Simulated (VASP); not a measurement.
# CuSi16 (a cell with a defect) in VASP: single point with PBE

Aim: the single point of CuSi16 (a cell with a defect) with PBE.

Program: VASP 6.6.1. These are calculated values, not measurements. Logs are shortened: lines on timing, memory, paths and dates and some standing lists are left out, and cuts for length are marked.

## Step 1: The cell of the first run

The cell holds a defect, 17 atoms: a = 7.679 Å, b = 7.679 Å, c = 7.679 Å, α = 60.00°, β = 60.00°, γ = 60.00°.

## Step 2: Single point, PBE

Contents of INCAR:

```
SYSTEM = CuSi16
PREC = Accurate
ENCUT = 520
EDIFF = 1E-6
ISMEAR = 0
SIGMA = 0.05
LREAL = Auto
LASPH = .True.
NELM = 80
ALGO = Normal
ISIF = 2
LWAVE = .False.
LCHARG = .False.
GGA = PE
NBANDS = 52
NELECT = 74.0
```

Contents of KPOINTS:

```
regular mesh
0
Gamma
  2 2 2
  0 0 0
```

Contents of POSCAR:

```
CuSi16
1.0
    0.0000000000      5.4300000000      5.4300000000
    5.4300000000      0.0000000000      5.4300000000
    5.4300000000      5.4300000000      0.0000000000
Si Cu
16 1
Direct
    0.0170173112      0.0152495396     -0.0388311234
    0.1190701657      0.1196850829      0.1227731123
   -0.0026905157     -0.0032087477      0.4942262431
    0.1358426335      0.1354398711      0.5891997238
   -0.0199576427      0.5114968692      0.0041125230
    0.1134369245      0.6446986188      0.1210118785
    0.0015172192      0.5086579190      0.4920616022
    0.1169267956      0.6235787293      0.6330369245
    0.5121206262     -0.0195307551      0.0040167587
    0.6462298343      0.1130298343      0.1207139963
    0.5091305709      0.0011937385      0.4917047882
    0.6239828729      0.1163047882      0.6329749540
    0.5061546041      0.5047877532      0.0024829650
    0.6090730203      0.6096932781      0.1628949355
    0.4901831492      0.4895153775      0.5349930939
    0.6280914365      0.6279197974      0.6309140884
    0.3132097606      0.3127952118      1.0613110497
```

Potentials or basis: VASP PAW PBE potentials, release 64 (Si, Cu).

Run with:

```sh
$ cat potpaw_PBE.64/Si/POTCAR potpaw_PBE.64/Cu/POTCAR > POTCAR
$ mpirun -np 1 vasp_std > vasp.out
```

OUTCAR:

```text
SYSTEM = CuSi16
   PREC = Accurate
   ENCUT = 520
   EDIFF = 1E-6
   ISMEAR = 0
   LREAL = Auto
   LASPH = .True.
   NELM = 80
   ISIF = 2
   GGA = PE
   NELECT = 74.0

 ion  position               nearest neighbor table
   1  0.017  0.015  0.961-   2 2.32   4 2.33   6 2.34  10 2.34
   2  0.119  0.120  0.123-   1 2.32   3 2.33  17 2.33   5 2.46   9 2.47
   3  0.997  0.997  0.494-   2 2.33   4 2.34   8 2.34  12 2.34
   4  0.136  0.135  0.589-   1 2.33   3 2.34   7 2.35  11 2.35
   5  0.980  0.511  0.004-   8 2.33  14 2.34  17 2.37   6 2.41   2 2.46
   6  0.113  0.645  0.121-   7 2.33   1 2.34  17 2.37   5 2.41  13 2.46
   7  0.002  0.509  0.492-   6 2.33   8 2.33  16 2.34   4 2.35
   8  0.117  0.624  0.633-   5 2.33   7 2.33   3 2.34  15 2.35
   9  0.512  0.980  0.004-  12 2.33  14 2.34  17 2.36  10 2.40   2 2.47
  10  0.646  0.113  0.121-  11 2.33   1 2.34  17 2.38   9 2.40  13 2.46
  11  0.509  0.001  0.492-  10 2.33  12 2.33  16 2.34   4 2.35
  12  0.624  0.116  0.633-   9 2.33  11 2.33   3 2.34  15 2.35
  13  0.506  0.505  0.002-  14 2.32  17 2.33  16 2.33  10 2.46   6 2.46
  14  0.609  0.610  0.163-  13 2.32  15 2.33   9 2.34   5 2.34
  15  0.490  0.490  0.535-  14 2.33  16 2.34  12 2.35   8 2.35
  16  0.628  0.628  0.631-  13 2.33  15 2.34  11 2.34   7 2.34
  17  0.313  0.313  0.061-  13 2.33   2 2.33   9 2.36   6 2.37   5 2.37  10 2.38

  LATTYP: Found a face centered cubic cell.
 ALAT       =    10.8600000000

  Lattice vectors:

 A1 = (   0.0000000000,   5.4300000000,   5.4300000000)
 A2 = (   5.4300000000,   0.0000000000,   5.4300000000)
 A3 = (   5.4300000000,   5.4300000000,   0.0000000000)

Analysis of symmetry for initial positions (statically):
=====================================================================
 Subroutine PRICEL returns:
 Original cell was already a primitive cell.

 Routine SETGRP: Setting up the symmetry group for a
 face centered cubic supercell.

 Subroutine GETGRP returns: Found  1 space group operations
 (whereof  1 operations were pure point group operations)
 out of a pool of 48 trial point group operations.

The static configuration has the point symmetry C_1 .

Analysis of symmetry for dynamics (positions and initial velocities):
=====================================================================
 Subroutine PRICEL returns:
 Original cell was already a primitive cell.

 Routine SETGRP: Setting up the symmetry group for a
 face centered cubic supercell.

 Subroutine GETGRP returns: Found  1 space group operations
 (whereof  1 operations were pure point group operations)
 out of a pool of 48 trial point group operations.

The dynamic configuration has the point symmetry C_1 .

 Subroutine INISYM returns: Found  1 space group operations
 (whereof  1 operations are pure point group operations),
 and found     1 'primitive' translations

----------------------------------------------------------------------------------------

                                     Primitive cell

  volume of cell :     320.2060

  direct lattice vectors                    reciprocal lattice vectors
     0.000000000  5.430000000  5.430000000    -0.092081031  0.092081031  0.092081031
     5.430000000  0.000000000  5.430000000     0.092081031 -0.092081031  0.092081031
     5.430000000  5.430000000  0.000000000     0.092081031  0.092081031 -0.092081031

  length of vectors
     7.679179644  7.679179644  7.679179644     0.159489025  0.159489025  0.159489025

  position of ions in fractional coordinates (direct lattice)
     0.017017311  0.015249540  0.961168877
     0.119070166  0.119685083  0.122773112
     0.997309484  0.996791252  0.494226243
     0.135842633  0.135439871  0.589199724
     0.980042357  0.511496869  0.004112523
     0.113436925  0.644698619  0.121011878
[... 9 lines left out ...]
     0.628091437  0.627919797  0.630914088
     0.313209761  0.312795212  0.061311050

  ion indices of the primitive-cell ions
   primitive index   ion index
                 1           1
                 2           2
                 3           3
                 4           4
                 5           5
                 6           6
[... 9 lines left out ...]
                16          16
                17          17

----------------------------------------------------------------------------------------

 KPOINTS: regular mesh

Automatic generation of k-mesh.
 Grid dimensions read from file:
 generate k-points for:    2    2    2

 Generating k-lattice:

  Cartesian coordinates                     Fractional coordinates (reciprocal lattice)
    -0.046040516  0.046040516  0.046040516     0.500000000  0.000000000  0.000000000
     0.046040516 -0.046040516  0.046040516     0.000000000  0.500000000  0.000000000
     0.046040516  0.046040516 -0.046040516     0.000000000  0.000000000  0.500000000

  Length of vectors
     0.079744512  0.079744512  0.079744512

  Shift w.r.t. Gamma in fractional coordinates (k-lattice)
     0.000000000  0.000000000  0.000000000

 Subroutine IBZKPT returns following result:
 ===========================================

 Found      8 irreducible k-points:

 Following reciprocal coordinates:
            Coordinates               Weight
  0.000000  0.000000  0.000000      1.000000
  0.500000  0.000000  0.000000      1.000000
  0.000000  0.500000  0.000000      1.000000
  0.000000  0.000000  0.500000      1.000000
  0.500000  0.500000  0.500000      1.000000
  0.500000  0.500000  0.000000      1.000000
  0.000000  0.500000  0.500000      1.000000
  0.500000  0.000000  0.500000      1.000000
   k-points           NKPTS =      8   k-points in BZ     NKDIM =      8   number of bands    NBANDS=     52
   number of dos      NEDOS =    301   number of ions     NIONS =     17
   total plane-waves  NPLWV = 216000
   dimension x,y,z NGX =    60 NGY =   60 NGZ =   60
   dimension x,y,z NGXF=   120 NGYF=  120 NGZF=  120
   ions per type =              16   1
   NGX,Y,Z   is equivalent  to a cutoff of  12.99, 12.99, 12.99 a.u.
   NGXF,Y,Z  is equivalent  to a cutoff of  25.98, 25.98, 25.98 a.u.
 SYSTEM =  CuSi16
   PREC   = accura    normal or accurate (medium, high low for compatibility)
   ISTART =      0    job   : 0-new  1-cont  2-samecut
   ICHARG =      2    charge: 1-file 2-atom 10-const
   ISPIN  =      1    spin polarized calculation?
   LNONCOLLINEAR =      F non collinear calculations
   LSORBIT =      F    spin-orbit coupling
   LASPH  =      T    aspherical Exc in radial PAW
   ENCUT  =  520.0 eV  38.22 Ry    6.18 a.u.  14.28 14.28 14.28*2*pi/ulx,y,z
   NELM   =     80;   NELMIN=  2; NELMDL= -5     # of ELM steps
   EDIFF  = 0.1E-05   stopping-criterion for ELM
   LREAL  =      T    real-space projection
   EDIFFG = 0.1E-04   stopping-criterion for IOM
   NSW    =      0    number of steps for IOM
   IBRION =     -1    ionic relax: 0-MD 1-quasi-New 2-CG
   NFREE  =      0    steps in history (QN), initial steepest desc. (CG)
   ISIF   =      2    stress and relaxation
   ISYM   =      2    0-nonsym 1-usesym 2-fastsym
   POTIM  = 0.5000    time-step for ionic-motion
   TEBEG  =    0.0;   TEEND  =   0.0 temperature during run
   PSTRESS=    0.0 pullay stress
   NELECT =      74.0000    total number of electrons
   NUPDOWN=      -1.0000    fix difference up-down
   EMIN   =  10.00;   EMAX   =-10.00  energy-range for DOS
   EFERMI =   0.00;   METHOD = LEGACY
   ISMEAR =     0;   SIGMA  =   0.05  broadening in eV -4-tet -1-fermi 0-gaus
   EFERMI_NEDOS =   21; number of points for ismear=-14 and -15
   IALGO  =     38    algorithm
   IMIX   =      4    mixing-type and parameters
     AMIX     =   0.40;   BMIX     =  1.00
     AMIX_MAG =   1.60;   BMIX_MAG =  1.00
  volume/ion in A,a.u.               =      18.84       127.11
  Fermi-wavevector in a.u.,A,eV,Ry     =   1.004636  1.898488 13.732283  1.009294
  Thomas-Fermi vector in A             =   2.137265
   LORBIT       =      0    0 simple, 1 ext, 2 COOP (PROOUT), +10 PAW based schemes
   GGA     = PE    functional components
   LHFCALC =     F    Hartree Fock is set to
   AEXX    =    0.0000 exact exchange contribution
   IVDW    =     0    specifies the selected vdW correction
   LEPSILON=     F    determine dielectric tensor
   LRPA    =     F    only Hartree local field effects (RPA)
 non-spin polarized calculation
 Gauss-broadening in eV      SIGMA  =   0.05
  energy-cutoff  :      520.00
  volume of cell :      320.21
 maximum number of plane-waves:      8646
 NGX is ok and might be reduce to    60
   NGX = 29   NGY = 29   NGZ = 29

 number of electron      73.9999995 magnetization

 Free energy of the ion-electron system (eV)
  ---------------------------------------------------
  ext. energy  EPLUGINS =         0.00000000
  ---------------------------------------------------
  free energy    TOTEN  =       -94.16969100 eV

  energy without entropy =      -94.16930879  energy(sigma->0) =      -94.16949989

 E-fermi :   6.3999     XC(G=0):  -9.6166

 val. band max:        6.3129579383   @ k =   0.0000   0.0000   0.0000
 cond. band min:       6.4855666929   @ k =   0.0000   0.0000   0.0000
 fundamental gap:      0.1726087546
 Fermi energy:         6.3998774014

 k-point     1 :       0.0000    0.0000    0.0000
  band No.  band energies     occupation
      1      -5.8994      2.00000
      2      -3.5543      2.00000
      3      -3.5194      2.00000
      4      -3.4830      2.00000
      5      -3.4686      2.00000
      6      -1.9436      2.00000
[... 41 lines left out ...]
     48       8.4088      0.00000
     49       8.5077      0.00000

 k-point     2 :       0.5000    0.0000    0.0000
  band No.  band energies     occupation
      1      -5.1750      2.00000
      2      -5.0039      2.00000
      3      -3.3250      2.00000
      4      -3.2115      2.00000
      5      -3.1094      2.00000
      6      -3.0951      2.00000
[... 304 lines left out ...]
 k-point     8 :       0.5000    0.0000    0.5000
  band No.  band energies     occupation
      1      -4.9293      2.00000
      2      -4.7211      2.00000
      3      -3.9189      2.00000
      4      -3.7741      2.00000
      5      -3.7482      2.00000
      6      -3.7315      2.00000
[... 41 lines left out ...]
     48      10.4193      0.00000
     49      10.4598      0.00000
 [bands above 49 left out]

------------------------ aborting loop because EDIFF is reached ----------------------------------------

  FORCE on cell =-STRESS in cart. coord.  units (eV):
  Direction    XX          YY          ZZ          XY          YZ          ZX
  --------------------------------------------------------------------------------------
  -------------------------------------------------------------------------------------
  Total       -1.2346971     -1.2899494     -0.8240052      1.2740355     -0.0416586      0.0181229
  in kB       -6.1779093     -6.4543689     -4.1229781      6.3747424     -0.2084424      0.0906794
  external PRESSURE =      -5.5850854 kB  Pullay stress =       0.0000000 kB

 VOLUME and BASIS-vectors are now :
 -----------------------------------------------------------------------------
  energy-cutoff  :      520.00
  volume of cell :      320.21
      direct lattice vectors                 reciprocal lattice vectors
     0.000000000  5.430000000  5.430000000    -0.092081031  0.092081031  0.092081031
     5.430000000  0.000000000  5.430000000     0.092081031 -0.092081031  0.092081031
     5.430000000  5.430000000  0.000000000     0.092081031  0.092081031 -0.092081031

 POSITION                                       TOTAL-FORCE (eV/Angst)
 -----------------------------------------------------------------------------------
      5.30195      5.31155      0.17521         0.007822     -0.005268     -0.021915
      1.31655      1.31321      1.29644        -0.011901      0.020034      0.013388
      8.09623      8.09904     10.82797         0.002168     -0.012899      0.000627
      3.93479      3.93698      1.47306         0.002710      0.010700      0.013435
      2.79976      5.34396      8.09906        -0.002394     -0.011744     -0.024005
      4.15781      1.27306      4.11668        -0.002968      0.020331      0.020720
[... 9 lines left out ...]
      6.83547      6.83640      6.82014        -0.007348      0.013970     -0.002392
      2.03140      2.03365      3.39921        -0.007438     -0.003141     -0.006374
 -----------------------------------------------------------------------------------
    total drift:                                0.001813      0.001011     -0.005697

  FREE ENERGIE OF THE ION-ELECTRON SYSTEM (eV)
  ---------------------------------------------------
  free  energy   TOTEN  =       -94.1696909981 eV

  energy  without entropy=      -94.1693087871  energy(sigma->0) =      -94.16949989
```

Run time: 2.8 min. Hardware: 1 thread of Intel Xeon 6975P-C (Granite Rapids), shared host; peak memory 0.49 GiB.

Results:

```yaml
Free_energy: -94.1697 eV
Largest_force: 0.049 eV/Å
```

Forces on the atoms (eV/Å):
```
Si   0.008 -0.005 -0.022
Si  -0.012  0.020  0.013
Si   0.002 -0.013  0.001
Si   0.003  0.011  0.013
Si  -0.002 -0.012 -0.024
Si  -0.003  0.020  0.021
Si   0.005 -0.022 -0.012
Si   0.003  0.006  0.007
Si  -0.014 -0.020 -0.042
Si   0.011 -0.011  0.013
Si  -0.010  0.001 -0.013
Si   0.003  0.015  0.018
Si   0.015 -0.008  0.028
Si   0.008  0.019  0.015
Si  -0.001 -0.013 -0.009
Si  -0.007  0.014 -0.002
Cu  -0.007 -0.003 -0.006
```

Levels at points of the mesh, in eV from the Fermi level:
```tsv
k point	band 34	band 35	band 36	band 37	band 38	band 39	band 40	band 41
(0.00, 0.00, 0.00)	-1.10	-0.50	-0.11	-0.09	0.09	0.14	0.55	0.59
(0.50, 0.00, 0.00)	-1.08	-0.99	-0.91	-0.74	0.68	1.03	1.09	1.28
(0.00, 0.50, 0.00)	-1.08	-0.99	-0.91	-0.73	0.69	1.03	1.09	1.29
(0.00, 0.00, 0.50)	-0.92	-0.91	-0.60	-0.41	0.59	1.00	1.46	1.47
(0.50, 0.50, 0.50)	-1.08	-0.96	-0.90	-0.67	0.70	1.04	1.12	1.32
(0.50, 0.50, 0.00)	-1.67	-1.48	-1.47	-1.10	0.74	0.81	1.88	2.09
(0.00, 0.50, 0.50)	-1.66	-1.47	-1.44	-1.17	0.73	0.83	1.89	2.08
(0.50, 0.00, 0.50)	-1.67	-1.47	-1.44	-1.17	0.73	0.83	1.89	2.08
```

Caveat: the k points lie up to 0.50 Å⁻¹ apart; the cell carries a net charge on a neutralising background, which shifts energy and pressure; the cell is charged against a uniform background, so pressure and absolute levels hang on convention.
